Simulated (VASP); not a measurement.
# TePb (Fm-3m) in VASP: further runs

The runs below take TePb through single point, with revPBE, PBE+D4.

Program: VASP 6.6.1. These are calculated values, not measurements. Logs are shortened: lines on timing, memory, paths and dates and some standing lists are left out, and cuts for length are marked.

**1. The cell of the first run**

The structure is cubic, space group Fm-3m (No. 225). Conventional cell: a = 6.503 Å, b = 6.503 Å, c = 6.503 Å, α = 90.00°, β = 90.00°, γ = 90.00°. Within 4.3 Å of Pb (site symmetry m-3m) lie 6 Te at 3.25 Å. Te (site symmetry m-3m) has 6 Pb at 3.25 Å within 4.3 Å.

**2. Single point, revPBE**

Input file INCAR:

```
PREC = Accurate
ENCUT = 500
EDIFF = 1E-6
ISMEAR = 0
SIGMA = 0.05
LREAL = False
LASPH = True
NELM = 120
ALGO = Normal
ISIF = 2
LWAVE = False
LCHARG = True
GGA = RE
LELF = True
LVHAR = True
NBANDS = 17
GGA_COMPAT = False
```

Input file KPOINTS:

```
Automatic mesh
0
Gamma
  6 6 6
```

Input file POSCAR:

```
TePb
1.0
    0.0000000000      3.2514062571      3.2514062571
    3.2514062571      0.0000000000      3.2514062571
    3.2514062571      3.2514062571      0.0000000000
Pb Te
1 1
Direct
    0.5000000000      0.5000000000      0.5000000000
    0.0000000000      0.0000000000      0.0000000000
```

Potentials or basis: VASP PAW PBE potentials, release 64 (Pb_d, Te).

Started as:

```console
> cat potpaw_PBE.64/Pb_d/POTCAR potpaw_PBE.64/Te/POTCAR > POTCAR
> mpirun -np 1 vasp_std > vasp.out
```

OUTCAR:

```text
PREC = Accurate
   ENCUT = 500
   EDIFF = 1E-6
   ISMEAR = 0
   LREAL = False
   LASPH = True
   NELM = 120
   ISIF = 2
   GGA = RE

 ion  position               nearest neighbor table
   1  0.500  0.500  0.500-   2 3.25   2 3.25   2 3.25   2 3.25   2 3.25   2 3.25
   2  0.000  0.000  0.000-   1 3.25   1 3.25   1 3.25   1 3.25   1 3.25   1 3.25

  LATTYP: Found a face centered cubic cell.
 ALAT       =     6.5028125142

  Lattice vectors:

 A1 = (   0.0000000000,   3.2514062571,   3.2514062571)
 A2 = (   3.2514062571,   0.0000000000,   3.2514062571)
 A3 = (   3.2514062571,   3.2514062571,   0.0000000000)

Analysis of symmetry for initial positions (statically):
=====================================================================
 Subroutine PRICEL returns:
 Original cell was already a primitive cell.

 Routine SETGRP: Setting up the symmetry group for a
 face centered cubic supercell.

 Subroutine GETGRP returns: Found 48 space group operations
 (whereof 48 operations were pure point group operations)
 out of a pool of 48 trial point group operations.

The static configuration has the point symmetry O_h .

Analysis of symmetry for dynamics (positions and initial velocities):
=====================================================================
 Subroutine PRICEL returns:
 Original cell was already a primitive cell.

 Routine SETGRP: Setting up the symmetry group for a
 face centered cubic supercell.

 Subroutine GETGRP returns: Found 48 space group operations
 (whereof 48 operations were pure point group operations)
 out of a pool of 48 trial point group operations.

The dynamic configuration has the point symmetry O_h .

 Subroutine INISYM returns: Found 48 space group operations
 (whereof 48 operations are pure point group operations),
 and found     1 'primitive' translations

----------------------------------------------------------------------------------------

                                     Primitive cell

  volume of cell :      68.7454

  direct lattice vectors                    reciprocal lattice vectors
     0.000000000  3.251406257  3.251406257    -0.153779614  0.153779614  0.153779614
     3.251406257  0.000000000  3.251406257     0.153779614 -0.153779614  0.153779614
     3.251406257  3.251406257  0.000000000     0.153779614  0.153779614 -0.153779614

  length of vectors
     4.598182826  4.598182826  4.598182826     0.266354105  0.266354105  0.266354105

  position of ions in fractional coordinates (direct lattice)
     0.500000000  0.500000000  0.500000000
     0.000000000  0.000000000  0.000000000

  ion indices of the primitive-cell ions
   primitive index   ion index
                 1           1
                 2           2

----------------------------------------------------------------------------------------

 KPOINTS: Automatic mesh

Automatic generation of k-mesh.
 Grid dimensions read from file:
 generate k-points for:    6    6    6

 Generating k-lattice:

  Cartesian coordinates                     Fractional coordinates (reciprocal lattice)
    -0.025629936  0.025629936  0.025629936     0.166666667  0.000000000  0.000000000
     0.025629936 -0.025629936  0.025629936     0.000000000  0.166666667  0.000000000
     0.025629936  0.025629936 -0.025629936     0.000000000  0.000000000  0.166666667

  Length of vectors
     0.044392351  0.044392351  0.044392351

  Shift w.r.t. Gamma in fractional coordinates (k-lattice)
     0.000000000  0.000000000  0.000000000

 Subroutine IBZKPT returns following result:
 ===========================================

 Found     16 irreducible k-points:

 Following reciprocal coordinates:
            Coordinates               Weight
  0.000000  0.000000  0.000000      1.000000
  0.166667  0.000000  0.000000      8.000000
  0.333333  0.000000  0.000000      8.000000
  0.500000  0.000000  0.000000      4.000000
  0.166667  0.166667  0.000000      6.000000
  0.333333  0.166667  0.000000     24.000000
[... 8 lines left out ...]
 -0.333333  0.333333  0.166667     24.000000
 -0.333333  0.500000  0.166667     12.000000
   k-points           NKPTS =     16   k-points in BZ     NKDIM =     16   number of bands    NBANDS=     17
   number of dos      NEDOS =    301   number of ions     NIONS =      2
   total plane-waves  NPLWV =  46656
   dimension x,y,z NGX =    36 NGY =   36 NGZ =   36
   dimension x,y,z NGXF=    72 NGYF=   72 NGZF=   72
   ions per type =               1   1
   NGX,Y,Z   is equivalent  to a cutoff of  13.02, 13.02, 13.02 a.u.
   NGXF,Y,Z  is equivalent  to a cutoff of  26.03, 26.03, 26.03 a.u.
 SYSTEM =  unknown system
   PREC   = accura    normal or accurate (medium, high low for compatibility)
   ISTART =      0    job   : 0-new  1-cont  2-samecut
   ICHARG =      2    charge: 1-file 2-atom 10-const
   ISPIN  =      1    spin polarized calculation?
   LNONCOLLINEAR =      F non collinear calculations
   LSORBIT =      F    spin-orbit coupling
   LASPH  =      T    aspherical Exc in radial PAW
   ENCUT  =  500.0 eV  36.75 Ry    6.06 a.u.   8.38  8.38  8.38*2*pi/ulx,y,z
   NELM   =    120;   NELMIN=  2; NELMDL= -5     # of ELM steps
   EDIFF  = 0.1E-05   stopping-criterion for ELM
   LREAL  =      F    real-space projection
   EDIFFG = 0.1E-04   stopping-criterion for IOM
   NSW    =      0    number of steps for IOM
   IBRION =     -1    ionic relax: 0-MD 1-quasi-New 2-CG
   NFREE  =      0    steps in history (QN), initial steepest desc. (CG)
   ISIF   =      2    stress and relaxation
   ISYM   =      2    0-nonsym 1-usesym 2-fastsym
   POTIM  = 0.5000    time-step for ionic-motion
   TEBEG  =    0.0;   TEEND  =   0.0 temperature during run
   PSTRESS=    0.0 pullay stress
   NELECT =      20.0000    total number of electrons
   NUPDOWN=      -1.0000    fix difference up-down
   EMIN   =  10.00;   EMAX   =-10.00  energy-range for DOS
   EFERMI =   0.00;   METHOD = LEGACY
   ISMEAR =     0;   SIGMA  =   0.05  broadening in eV -4-tet -1-fermi 0-gaus
   EFERMI_NEDOS =   21; number of points for ismear=-14 and -15
   IALGO  =     38    algorithm
   IMIX   =      4    mixing-type and parameters
     AMIX     =   0.40;   BMIX     =  1.00
     AMIX_MAG =   1.60;   BMIX_MAG =  1.00
  volume/ion in A,a.u.               =      34.37       231.96
  Fermi-wavevector in a.u.,A,eV,Ry     =   1.084768  2.049915 16.010274  1.176722
  Thomas-Fermi vector in A             =   2.220866
   LORBIT       =      0    0 simple, 1 ext, 2 COOP (PROOUT), +10 PAW based schemes
   GGA     = RE    functional components
   LHFCALC =     F    Hartree Fock is set to
   AEXX    =    0.0000 exact exchange contribution
   IVDW    =     0    specifies the selected vdW correction
   LEPSILON=     F    determine dielectric tensor
   LRPA    =     F    only Hartree local field effects (RPA)
 non-spin polarized calculation
 Gauss-broadening in eV      SIGMA  =   0.05
  energy-cutoff  :      500.00
  volume of cell :       68.75
 maximum number of plane-waves:      1807
 NGX is ok and might be reduce to    36
   NGX = 17   NGY = 17   NGZ = 17

 number of electron      20.0000003 magnetization

 Free energy of the ion-electron system (eV)
  ---------------------------------------------------
  ext. energy  EPLUGINS =         0.00000000
  ---------------------------------------------------
  free energy    TOTEN  =        -6.90069768 eV

  energy without entropy =       -6.90069768  energy(sigma->0) =       -6.90069768

 E-fermi :   5.7044     XC(G=0):  -9.1211

 val. band max:        5.4683787831   @ k =   0.5000   0.0000   0.0000
 cond. band min:       6.2904594199   @ k =   0.5000   0.0000   0.0000
 fundamental gap:      0.8220806368
 Fermi energy:         5.7043893923

 k-point     1 :       0.0000    0.0000    0.0000
  band No.  band energies     occupation
      1     -11.2751      2.00000
      2     -11.2751      2.00000
      3     -11.2699      2.00000
      4     -11.2699      2.00000
      5     -11.2699      2.00000
      6      -6.3805      2.00000
[... 9 lines left out ...]
     16      11.3233      0.00000
     17      12.9916      0.00000

 k-point     2 :       0.1667    0.0000    0.0000
  band No.  band energies     occupation
      1     -11.2781      2.00000
      2     -11.2781      2.00000
      3     -11.2692      2.00000
      4     -11.2662      2.00000
      5     -11.2662      2.00000
      6      -6.1506      2.00000
[... 9 lines left out ...]
     16      11.8216      0.00000
     17      14.5079      0.00000

 k-point     3 :       0.3333    0.0000    0.0000
  band No.  band energies     occupation
      1     -11.2852      2.00000
      2     -11.2852      2.00000
      3     -11.2680      2.00000
      4     -11.2579      2.00000
      5     -11.2579      2.00000
      6      -5.5254      2.00000
[... 9 lines left out ...]
     16      13.1591      0.00000
     17      16.4445      0.00000

 k-point     4 :       0.5000    0.0000    0.0000
  band No.  band energies     occupation
      1     -11.2887      2.00000
      2     -11.2887      2.00000
      3     -11.2675      2.00000
      4     -11.2536      2.00000
      5     -11.2536      2.00000
      6      -4.9959      2.00000
[... 9 lines left out ...]
     16      14.7106      0.00000
     17      14.7106      0.00000
[... 183 lines left out ...]
      1     -11.3044      2.00000
      2     -11.2767      2.00000
      3     -11.2696      2.00000
      4     -11.2556      2.00000
      5     -11.2527      2.00000
      6      -5.0787      2.00000
[... 9 lines left out ...]
     16      14.5496      0.00000
     17      15.0036      0.00000

 k-point    15 :      -0.3333    0.3333    0.1667
  band No.  band energies     occupation
      1     -11.3072      2.00000
      2     -11.2792      2.00000
      3     -11.2631      2.00000
      4     -11.2610      2.00000
      5     -11.2493      2.00000
      6      -4.7186      2.00000
[... 9 lines left out ...]
     16      15.7227      0.00000
     17      15.9169      0.00000

 k-point    16 :      -0.3333    0.5000    0.1667
  band No.  band energies     occupation
      1     -11.3186      2.00000
      2     -11.2726      2.00000
      3     -11.2710      2.00000
      4     -11.2547      2.00000
      5     -11.2462      2.00000
      6      -4.6580      2.00000
[... 9 lines left out ...]
     16      16.1072      0.00000
     17      16.9243      0.00000

------------------------ aborting loop because EDIFF is reached ----------------------------------------

  FORCE on cell =-STRESS in cart. coord.  units (eV):
  Direction    XX          YY          ZZ          XY          YZ          ZX
  --------------------------------------------------------------------------------------
  -------------------------------------------------------------------------------------
  Total        0.9761720      0.9761720      0.9761720      0.0000000     -0.0000000      0.0000000
  in kB       22.7506188     22.7506188     22.7506188      0.0000000     -0.0000000      0.0000000
  external PRESSURE =      22.7506188 kB  Pullay stress =       0.0000000 kB

 VOLUME and BASIS-vectors are now :
 -----------------------------------------------------------------------------
  energy-cutoff  :      500.00
  volume of cell :       68.75
      direct lattice vectors                 reciprocal lattice vectors
     0.000000000  3.251406257  3.251406257    -0.153779614  0.153779614  0.153779614
     3.251406257  0.000000000  3.251406257     0.153779614 -0.153779614  0.153779614
     3.251406257  3.251406257  0.000000000     0.153779614  0.153779614 -0.153779614

 POSITION                                       TOTAL-FORCE (eV/Angst)
 -----------------------------------------------------------------------------------
      3.25141      3.25141      3.25141         0.000000     -0.000000     -0.000000
      0.00000      0.00000      0.00000        -0.000000      0.000000      0.000000
 -----------------------------------------------------------------------------------
    total drift:                                0.000000      0.000000      0.000000

  FREE ENERGIE OF THE ION-ELECTRON SYSTEM (eV)
  ---------------------------------------------------
  free  energy   TOTEN  =        -6.9006976791 eV

  energy  without entropy=       -6.9006976791  energy(sigma->0) =       -6.90069768
```

It took 14 s on 1 thread of Intel Xeon Platinum 8559C (Emerald Rapids), shared host; peak memory 0.2 GiB.

Results:

| Quantity | Value |
| --- | --- |
| Free energy | -6.9007 eV |
| Pressure | 2.3 GPa |
| Band gap on the k mesh | 0.82 eV, direct |

Caveat: the PAW data sets were made with another functional, which shifts forces and pressure a little; spin-orbit coupling is left out, which moves the levels of the heavy elements.

**3. Single point, revPBE (volume scaled by 0.96)**

Input file INCAR:

```
ALGO = Normal ; EDIFF = 1E-6
ENCUT = 500 ; GGA = RE
GGA_COMPAT = F ; ISIF = 2
ISMEAR = 0 ; LASPH = T
LCHARG = T ; LELF = T
LREAL = F ; LVHAR = T
LWAVE = F ; NBANDS = 17
NELM = 120 ; PREC = Accurate
SIGMA = 0.05
```

Input file KPOINTS:

```
k-points
0
Gamma
  6 6 6
```

Input file POSCAR:

```
TePb
1.0
    0.0000000000      3.2707592786      3.2707592786
    3.2707592786      0.0000000000      3.2707592786
    3.2707592786      3.2707592786      0.0000000000
Pb Te
1 1
Direct
    0.5000000000      0.5000000000      0.5000000000
    0.0000000000      0.0000000000      0.0000000000
```

Potentials or basis: VASP PAW PBE potentials, release 64 (Pb_d, Te).

Started as:

```console
> cat potpaw_PBE.64/Pb_d/POTCAR potpaw_PBE.64/Te/POTCAR > POTCAR
> mpirun -np 1 vasp_std > vasp.out
```

Run time: 14 s. Hardware: 1 thread of Intel Xeon Platinum 8559C (Emerald Rapids), shared host; peak memory 0.2 GiB.

Results (log left out):

```yaml
Free_energy: -6.9156 eV
Pressure: 1.5 GPa
Band_gap_on_the_k_mesh: 0.86 eV, direct
```

Levels at points of the mesh, in eV from the valence-band top:
```csv
k point,band 7,band 8,band 9,band 10,band 11,band 12,band 13,band 14
"(0.00, 0.00, 0.00)",-5.66,-1.21,-1.21,-1.21,4.07,4.07,4.07,5.90
"(0.50, 0.00, 0.00)",-8.38,-0.78,-0.78,0.00,0.86,1.39,1.39,8.43
"(0.50, 0.50, 0.00)",-7.22,-4.20,-2.59,-2.59,3.50,5.37,5.37,6.54
```

Caveat: the PAW data sets were made with another functional, which shifts forces and pressure a little; spin-orbit coupling is left out, which moves the levels of the heavy elements. A k mesh can miss the band edges.

**4. Single point, PBE+D4 (volume scaled by 1.02)**

Input file INCAR:

```
  ALGO = Normal
  EDIFF = 1E-6
  ENCUT = 500
  GGA = PE
  GGA_COMPAT = F
  ISIF = 2
  ISMEAR = 0
  IVDW = 13
  LASPH = T
  LCHARG = T
  LELF = T
  LREAL = F
  LVHAR = T
  LWAVE = F
  NBANDS = 17
  NELM = 120
  PREC = Accurate
  SIGMA = 0.05
```

KPOINTS is that of step 3.

Input file POSCAR:

```
TePb
1.0
    0.0000000000      3.2571981925      3.2571981925
    3.2571981925      0.0000000000      3.2571981925
    3.2571981925      3.2571981925      0.0000000000
Pb Te
1 1
Direct
    0.5000000000      0.5000000000      0.5000000000
    0.0000000000      0.0000000000      0.0000000000
```

Started as:

```console
> cat potpaw_PBE.64/Pb_d/POTCAR potpaw_PBE.64/Te/POTCAR > POTCAR
> mpirun -np 1 vasp_std > vasp.out
```

It took 13 s on 1 thread of Intel Xeon Platinum 8559C (Emerald Rapids), shared host; peak memory 0.2 GiB.

The run converged. Its results:

```yaml
Free_energy: -8.3749 eV
Pressure: -0.8 GPa
Band_gap_on_the_k_mesh: 0.78 eV, direct
Dispersion_energy_per_atom: -0.428 eV
```

Levels at points of the mesh, in eV from the valence-band top:
| k point | band 7 | band 8 | band 9 | band 10 | band 11 | band 12 | band 13 | band 14 |
| --- | --- | --- | --- | --- | --- | --- | --- | --- |
| (0.00, 0.00, 0.00) | -5.65 | -1.25 | -1.25 | -1.25 | 4.05 | 4.05 | 4.05 | 5.86 |
| (0.50, 0.00, 0.00) | -8.46 | -0.81 | -0.81 | 0.00 | 0.78 | 1.34 | 1.34 | 8.37 |
| (0.50, 0.50, 0.00) | -7.25 | -4.30 | -2.66 | -2.66 | 3.40 | 5.39 | 5.39 | 6.57 |

Caveat: spin-orbit coupling is left out, which moves the levels of the heavy elements. A k mesh can miss the band edges.

(Part 1 of 2 ends here.)
